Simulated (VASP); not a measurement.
# Te: single point with LDA

Crystal: Te.

```xyz
3
Lattice="4.5472 0.0000 0.0000 -2.2736 3.9380 0.0000 0.0000 0.0000 5.9250" Properties=species:S:1:pos:R:3 pbc="T T T"
Te    3.3876    0.0000    1.9750
Te   -1.6938    2.9338    3.9500
Te    0.5798    1.0042    0.0000
```

This cell differs from its parent crystal: equal xx and yy strain of +2 %.

```
Program                : VASP 6.6.1
Task                   : single point
Functional             : LDA
Potentials or basis    : VASP PAW LDA potentials, release 64 (Te)
Cutoff                 : 520 eV
k mesh                 : 9 × 9 × 6
Occupations            : fermi-dirac, width 0.08 eV
Spin                   : no spin polarisation
Dipole correction      : no
Further INCAR settings : ALGO = Normal; EDIFF = 1e-07; NBANDS = 16
```

```json
{
  "Pressure": "-1.7 GPa",
  "Largest force": "0.282 eV/Å",
  "Band gap on the k mesh": "0.19 eV, direct"
}
```

Forces on the atoms (eV/Å):
```
Te  -0.282  0.000  0.000
Te   0.141 -0.244  0.000
Te   0.141  0.244  0.000
```

Stress tensor (GPa, compression positive):
```
-1.77  0.00  0.00
 0.00 -1.77  0.00
 0.00  0.00 -1.52
```

Levels at points of the mesh, in eV from the valence-band top:
| k point | band 5 | band 6 | band 7 | band 8 | band 9 | band 10 | band 11 | band 12 | band 13 | band 14 |
| --- | --- | --- | --- | --- | --- | --- | --- | --- | --- | --- |
| (0.00, 0.00, 0.00) | -2.85 | -2.85 | -1.58 | -1.58 | -0.57 | 1.06 | 1.06 | 1.65 | 4.94 | 4.94 |
| (0.00, 0.00, 0.50) | -2.61 | -2.61 | -1.26 | -1.08 | -1.08 | 0.64 | 0.67 | 0.67 | 4.18 | 5.40 |

Run time: 84 s on 1 thread of AMD EPYC 7R43 64-Core Processor (Zen 3), on a shared host, peak memory 0.2 GiB.

Caveat: the cell differs from its parent crystal (equal xx and yy strain of +2 %); spin-orbit coupling is left out, which moves the levels of the heavy elements. A k mesh can miss the band edges.
